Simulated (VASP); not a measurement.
# AlNi (P4mm) in VASP: further runs

AlNi is run at these levels: PBEsol; tasks: single point.

Program: VASP 6.6.1. These are calculated values, not measurements. Logs are shortened: lines on timing, memory, paths and dates and some standing lists are left out, and cuts for length are marked.

## (1) The cell of the first run

The structure is tetragonal, space group P4mm (No. 99). The conventional cell has a = 2.910 Å, b = 2.910 Å, c = 2.910 Å, α = 90.00°, β = 90.00°, γ = 90.00°. Al (site symmetry 4mm) has 8 Ni at 2.44 to 2.60 Å and 6 Al at 2.91 Å within 3.2 Å. Ni (site symmetry 4mm) has 8 Al at 2.44 to 2.60 Å and 6 Ni at 2.91 Å within 3.2 Å.

## (2) Single point, PBEsol (atoms displaced along a vibrational mode, the cell strained)

Input file INCAR:

```
PREC = Accurate ; ENCUT = 520
EDIFF = 1E-7 ; ISMEAR = 0
SIGMA = 0.15 ; LREAL = F
LASPH = T ; NELM = 60
ALGO = Normal ; ISIF = 2
LWAVE = F ; LCHARG = F
GGA = PS ; NBANDS = 14
```

Input file KPOINTS:

```
regular mesh
0
Gamma
  16 16 16
```

Input file POSCAR:

```
AlNi
1.0
    2.9096158249      0.0000000000      0.0000000000
    0.0000000000      2.9096158249      0.0000000000
    0.0000000000      0.0000000000      2.9096158249
Al Ni
1 1
Direct
    0.0000000000      0.0000000000     -0.0331956196
    0.5000000000      0.5000000000      0.5152601295
```

Potentials or basis: VASP PAW PBE potentials, release 64 (Al, Ni).

Command:

```bash
$ cat potpaw_PBE.64/Al/POTCAR potpaw_PBE.64/Ni/POTCAR > POTCAR
$ mpirun -np 1 vasp_std > vasp.out
```

OUTCAR:

```text
PREC = Accurate
   ENCUT = 520
   EDIFF = 1E-7
   ISMEAR = 0
   LREAL = F
   LASPH = T
   NELM = 60
   ISIF = 2
   GGA = PS

 ion  position               nearest neighbor table
   1  0.000  0.000  0.967-   2 2.44   2 2.44   2 2.44   2 2.44   2 2.60   2 2.60   2 2.60   2 2.60

   2  0.500  0.500  0.515-   1 2.44   1 2.44   1 2.44   1 2.44   1 2.60   1 2.60   1 2.60   1 2.60

  LATTYP: Found a simple cubic cell.
 ALAT       =     2.9096158249

  Lattice vectors:

 A1 = (   2.9096158249,   0.0000000000,   0.0000000000)
 A2 = (   0.0000000000,   2.9096158249,   0.0000000000)
 A3 = (   0.0000000000,   0.0000000000,   2.9096158249)

Analysis of symmetry for initial positions (statically):
=====================================================================
 Subroutine PRICEL returns:
 Original cell was already a primitive cell.

 Routine SETGRP: Setting up the symmetry group for a
 simple cubic supercell.

 Subroutine GETGRP returns: Found  8 space group operations
 (whereof  8 operations were pure point group operations)
 out of a pool of 48 trial point group operations.

The static configuration has the point symmetry C_4v.

Analysis of symmetry for dynamics (positions and initial velocities):
=====================================================================
 Subroutine PRICEL returns:
 Original cell was already a primitive cell.

 Routine SETGRP: Setting up the symmetry group for a
 simple cubic supercell.

 Subroutine GETGRP returns: Found  8 space group operations
 (whereof  8 operations were pure point group operations)
 out of a pool of 48 trial point group operations.

The dynamic configuration has the point symmetry C_4v.

 Subroutine INISYM returns: Found  8 space group operations
 (whereof  8 operations are pure point group operations),
 and found     1 'primitive' translations

----------------------------------------------------------------------------------------

                                     Primitive cell

  volume of cell :      24.6324

  direct lattice vectors                    reciprocal lattice vectors
     2.909615825  0.000000000  0.000000000     0.343687985  0.000000000  0.000000000
     0.000000000  2.909615825  0.000000000     0.000000000  0.343687985  0.000000000
     0.000000000  0.000000000  2.909615825     0.000000000  0.000000000  0.343687985

  length of vectors
     2.909615825  2.909615825  2.909615825     0.343687985  0.343687985  0.343687985

  position of ions in fractional coordinates (direct lattice)
     0.000000000  0.000000000  0.966804380
     0.500000000  0.500000000  0.515260129

  ion indices of the primitive-cell ions
   primitive index   ion index
                 1           1
                 2           2

----------------------------------------------------------------------------------------

 KPOINTS: regular mesh

Automatic generation of k-mesh.
 Grid dimensions read from file:
 generate k-points for:   16   16   16

 Generating k-lattice:

  Cartesian coordinates                     Fractional coordinates (reciprocal lattice)
     0.021480499  0.000000000  0.000000000     0.062500000  0.000000000  0.000000000
     0.000000000  0.021480499  0.000000000     0.000000000  0.062500000  0.000000000
     0.000000000  0.000000000  0.021480499     0.000000000  0.000000000  0.062500000

  Length of vectors
     0.021480499  0.021480499  0.021480499

  Shift w.r.t. Gamma in fractional coordinates (k-lattice)
     0.000000000  0.000000000  0.000000000

 Subroutine IBZKPT returns following result:
 ===========================================

 Found    405 irreducible k-points:

 Following reciprocal coordinates:
            Coordinates               Weight
  0.000000  0.000000  0.000000      1.000000
  0.062500  0.000000  0.000000      4.000000
  0.000000  0.000000  0.062500      2.000000
  0.125000  0.000000  0.000000      4.000000
  0.000000  0.000000  0.125000      2.000000
  0.187500  0.000000  0.000000      4.000000
[... 16 lines left out ...]
  0.187500  0.062500  0.000000      8.000000
  0.000000  0.187500  0.062500      8.000000
 [... further k-points ...]
   k-points           NKPTS =    405   k-points in BZ     NKDIM =    405   number of bands    NBANDS=     14
   number of dos      NEDOS =    301   number of ions     NIONS =      2
   total plane-waves  NPLWV =  13824
   dimension x,y,z NGX =    24 NGY =   24 NGZ =   24
   dimension x,y,z NGXF=    48 NGYF=   48 NGZF=   48
   ions per type =               1   1
   NGX,Y,Z   is equivalent  to a cutoff of  13.71, 13.71, 13.71 a.u.
   NGXF,Y,Z  is equivalent  to a cutoff of  27.43, 27.43, 27.43 a.u.
 SYSTEM =  unknown system
   PREC   = accura    normal or accurate (medium, high low for compatibility)
   ISTART =      0    job   : 0-new  1-cont  2-samecut
   ICHARG =      2    charge: 1-file 2-atom 10-const
   ISPIN  =      1    spin polarized calculation?
   LNONCOLLINEAR =      F non collinear calculations
   LSORBIT =      F    spin-orbit coupling
   LASPH  =      T    aspherical Exc in radial PAW
   ENCUT  =  520.0 eV  38.22 Ry    6.18 a.u.   5.41  5.41  5.41*2*pi/ulx,y,z
   NELM   =     60;   NELMIN=  2; NELMDL= -5     # of ELM steps
   EDIFF  = 0.1E-06   stopping-criterion for ELM
   LREAL  =      F    real-space projection
   EDIFFG = 0.1E-05   stopping-criterion for IOM
   NSW    =      0    number of steps for IOM
   IBRION =     -1    ionic relax: 0-MD 1-quasi-New 2-CG
   NFREE  =      0    steps in history (QN), initial steepest desc. (CG)
   ISIF   =      2    stress and relaxation
   ISYM   =      2    0-nonsym 1-usesym 2-fastsym
   POTIM  = 0.5000    time-step for ionic-motion
   TEBEG  =    0.0;   TEEND  =   0.0 temperature during run
   PSTRESS=    0.0 pullay stress
   NELECT =      13.0000    total number of electrons
   NUPDOWN=      -1.0000    fix difference up-down
   EMIN   =  10.00;   EMAX   =-10.00  energy-range for DOS
   EFERMI =   0.00;   METHOD = LEGACY
   ISMEAR =     0;   SIGMA  =   0.15  broadening in eV -4-tet -1-fermi 0-gaus
   EFERMI_NEDOS =   21; number of points for ismear=-14 and -15
   IALGO  =     38    algorithm
   IMIX   =      4    mixing-type and parameters
     AMIX     =   0.40;   BMIX     =  1.00
     AMIX_MAG =   1.60;   BMIX_MAG =  1.00
  volume/ion in A,a.u.               =      12.32        83.11
  Fermi-wavevector in a.u.,A,eV,Ry     =   1.322981  2.500072 23.813990  1.750279
  Thomas-Fermi vector in A             =   2.452623
   LORBIT       =      0    0 simple, 1 ext, 2 COOP (PROOUT), +10 PAW based schemes
   GGA     = PS    functional components
   LHFCALC =     F    Hartree Fock is set to
   AEXX    =    0.0000 exact exchange contribution
   IVDW    =     0    specifies the selected vdW correction
   LEPSILON=     F    determine dielectric tensor
   LRPA    =     F    only Hartree local field effects (RPA)
 non-spin polarized calculation
 Gauss-broadening in eV      SIGMA  =   0.15
  energy-cutoff  :      520.00
  volume of cell :       24.63
 maximum number of plane-waves:       691
 NGX is ok and might be reduce to    24
   NGX = 11   NGY = 11   NGZ = 11

 number of electron      13.0000006 magnetization

 Free energy of the ion-electron system (eV)
  ---------------------------------------------------
  ext. energy  EPLUGINS =         0.00000000
  ---------------------------------------------------
  free energy    TOTEN  =       -11.51208383 eV

  energy without entropy =      -11.50316263  energy(sigma->0) =      -11.50762323

 E-fermi :   9.5099     XC(G=0): -12.0180

 val. band max:        9.5077669029   @ k =   0.3750   0.1875   0.1875
 cond. band min:       9.5109534051   @ k =   0.1250   0.3750   0.3125
 fundamental gap:      0.0031865022
 Fermi energy:         9.5098685405

 k-point     1 :       0.0000    0.0000    0.0000
  band No.  band energies     occupation
      1      -1.4028      2.00000
      2       6.3850      2.00000
      3       6.4037      2.00000
      4       8.0005      2.00000
      5       8.0189      2.00000
      6       8.0189      2.00000
      7      14.8888      0.00000
      8      14.8888      0.00000
      9      14.9072      0.00000
     10      17.5832      0.00000
     11      17.5849      0.00000
     12      22.5937      0.00000
     13      29.9043      0.00000
     14      29.9153      0.00000

 k-point     2 :       0.0625    0.0000    0.0000
  band No.  band energies     occupation
      1      -1.3323      2.00000
      2       6.3826      2.00000
      3       6.4173      2.00000
      4       7.9691      2.00000
      5       7.9890      2.00000
      6       8.0228      2.00000
      7      14.1050      0.00000
      8      14.9822      0.00000
      9      15.0246      0.00000
     10      17.5906      0.00000
     11      18.2595      0.00000
     12      22.8490      0.00000
     13      29.1354      0.00000
     14      29.2089      0.00000

 k-point     3 :       0.0000    0.0000    0.0625
  band No.  band energies     occupation
      1      -1.3324      2.00000
      2       6.3984      2.00000
      3       6.4011      2.00000
      4       7.9888      2.00000
      5       7.9888      2.00000
      6       8.0037      2.00000
      7      14.1347      0.00000
      8      14.9815      0.00000
      9      14.9815      0.00000
     10      17.5897      0.00000
     11      18.2824      0.00000
     12      22.8409      0.00000
     13      29.1191      0.00000
     14      29.1191      0.00000

 k-point     4 :       0.1250    0.0000    0.0000
  band No.  band energies     occupation
      1      -1.1214      2.00000
      2       6.3555      2.00000
      3       6.4621      2.00000
      4       7.8845      2.00000
      5       7.9063      2.00000
      6       8.0318      2.00000
      7      12.7535      0.00000
      8      15.2558      0.00000
      9      15.2966      0.00000
     10      17.6086      0.00000
     11      19.3164      0.00000
     12      23.6634      0.00000
     13      27.7362      0.00000
     14      27.7379      0.00000

 k-point     5 :       0.0000    0.0000    0.1250
  band No.  band energies     occupation
      1      -1.1220      2.00000
      2       6.3687      2.00000
      3       6.4471      2.00000
      4       7.9056      2.00000
      5       7.9056      2.00000
      6       8.0127      2.00000
      7      12.7744      0.00000
      8      15.2529      0.00000
      9      15.2529      0.00000
     10      17.6091      0.00000
     11      19.3689      0.00000
[... 276 lines left out ...]
 k-point    22 :       0.0625    0.0000    0.1250
  band No.  band energies     occupation
      1      -1.0521      2.00000
      2       6.3844      2.00000
      3       6.4477      2.00000
      4       7.8701      2.00000
      5       7.9063      2.00000
      6       7.9861      2.00000
      7      12.8281      0.00000
      8      14.4960      0.00000
      9      15.3443      0.00000
     10      18.0867      0.00000
     11      19.6857      0.00000
     12      23.8014      0.00000
     13      26.8273      0.00000
     14      27.7265      0.00000

 k-point    23 :       0.1875    0.0625    0.0000
  band No.  band energies     occupation
      1      -0.7033      2.00000
      2       6.2788      2.00000
      3       6.5330      2.00000
      4       7.7245      2.00000
      5       7.7921      2.00000
      6       8.0178      2.00000
      7      11.4800      0.00000
      8      14.8476      0.00000
      9      15.8552      0.00000
     10      18.1401      0.00000
     11      20.5529      0.00000
     12      25.0779      0.00000
     13      25.3496      0.00000
     14      26.3840      0.00000

 k-point    24 :       0.0000    0.1875    0.0625
  band No.  band energies     occupation
      1      -0.7035      2.00000
      2       6.2788      2.00000
      3       6.5326      2.00000
      4       7.7493      2.00000
      5       7.7678      2.00000
      6       8.0178      2.00000
      7      11.4777      0.00000
      8      14.8967      0.00000
      9      15.7811      0.00000
     10      18.1796      0.00000
     11      20.5399      0.00000
     12      24.9016      0.00000
     13      25.6514      0.00000
     14      26.2644      0.00000

 [... further k-points ...]
[... 5 lines left out ...]
  --------------------------------------------------------------------------------------
  -------------------------------------------------------------------------------------
  Total       -0.9336680     -0.9336680     -1.0495365      0.0000000      0.0000000     -0.0000000
  in kB      -60.7289972    -60.7289972    -68.2654829      0.0000000      0.0000000     -0.0000000
  external PRESSURE =     -63.2411591 kB  Pullay stress =       0.0000000 kB

 VOLUME and BASIS-vectors are now :
 -----------------------------------------------------------------------------
  energy-cutoff  :      520.00
  volume of cell :       24.63
      direct lattice vectors                 reciprocal lattice vectors
     2.909615825  0.000000000  0.000000000     0.343687985  0.000000000  0.000000000
     0.000000000  2.909615825  0.000000000     0.000000000  0.343687985  0.000000000
     0.000000000  0.000000000  2.909615825     0.000000000  0.000000000  0.343687985

 POSITION                                       TOTAL-FORCE (eV/Angst)
 -----------------------------------------------------------------------------------
      0.00000      0.00000      2.81303         0.000000      0.000000      0.720891
      1.45481      1.45481      1.49921        -0.000000     -0.000000     -0.720891
 -----------------------------------------------------------------------------------
    total drift:                                0.000000     -0.000000     -0.000180

  FREE ENERGIE OF THE ION-ELECTRON SYSTEM (eV)
  ---------------------------------------------------
  free  energy   TOTEN  =       -11.5120838280 eV

  energy  without entropy=      -11.5031626282  energy(sigma->0) =      -11.50762323
```

Wall time 36 s (1 thread of Intel Xeon 6975P-C (Granite Rapids), shared host); peak memory 0.25 GiB.

Results:

* Free energy: -11.5121 eV
* Pressure: -6.3 GPa
* Largest force: 0.721 eV/Å
* Band gap on the k mesh: zero (an odd number of electrons rules out a gap without spin polarisation)

Forces on the atoms (eV/Å):
```
Al   0.000  0.000  0.721
Ni   0.000  0.000 -0.721
```

Stress tensor (GPa, compression positive):
```
-6.07  0.00  0.00
 0.00 -6.07  0.00
 0.00  0.00 -6.83
```

Levels at points of the mesh, in eV from the Fermi level:
```csv
k point,band 4,band 5,band 6,band 7,band 8,band 9,band 10,band 11
"(0.00, 0.00, 0.00)",-1.51,-1.49,-1.49,5.38,5.38,5.40,8.07,8.08
"(0.50, 0.00, 0.00)",-2.19,-2.16,-1.41,-0.65,8.29,9.86,9.94,10.49
"(0.00, 0.00, 0.50)",-2.16,-2.16,-1.43,-0.63,8.31,9.74,9.74,10.72
"(0.50, 0.50, 0.00)",-2.84,-1.94,-1.94,-0.99,1.39,2.34,12.04,14.32
"(0.00, 0.50, 0.50)",-2.68,-2.02,-2.00,-0.99,1.41,2.34,11.99,14.79
"(0.50, 0.50, 0.50)",-0.96,-0.96,1.95,1.95,2.04,3.32,4.40,4.40
```

Caveat: the cell differs from its parent crystal (atoms displaced along a vibrational mode, the cell strained); the cell stands under tension; the PAW data sets were made with another functional, which shifts forces and pressure a little. Spin polarisation is off, so any magnetic state and its effect on volume and gap are missing.

[end of part 1 of 2]
